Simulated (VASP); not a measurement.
Input of a VASP 6.6.1 run:

Contents of INCAR:

```
SYSTEM = Mo
PREC = Accurate
ENCUT = 520
EDIFF = 1E-6
ISMEAR = -1
SIGMA = 0.1
LREAL = .FALSE.
LASPH = .TRUE.
NELM = 80
ALGO = Normal
ISIF = 2
LWAVE = .FALSE.
LCHARG = .TRUE.
GGA = RE
LELF = .TRUE.
LVHAR = .TRUE.
NBANDS = 21
```

The input KPOINTS:

```
regular mesh
0
G
  11 11 11
  0 0 0
```

The input POSCAR:

```
Mo
1.0
    0.0000000000      2.7804848838      2.7804848838
    2.7804848838      0.0000000000      2.7804848838
    2.7804848838      2.7804848838      0.0000000000
Mo
2
Direct
    0.1250000000      0.1250000000      0.1250000000
    0.8750000000      0.8750000000      0.8750000000
```

Potentials or basis: VASP PAW PBE potentials, release 64 (Mo_sv).

Command:

```bash
$ cat potpaw_PBE.64/Mo_sv/POTCAR > POTCAR
$ mpirun -np 1 vasp_std > vasp.out
```

(1) Predict the pressure.

(2) What does it give for the band gap on the k mesh?

## Answers

(1) 10.6 GPa.

(2) zero (band 14 reaches 7.95 eV, above the bottom of band 15 at 7.51 eV).

Caveat: the PAW data sets were made with another functional, which shifts forces and pressure a little.
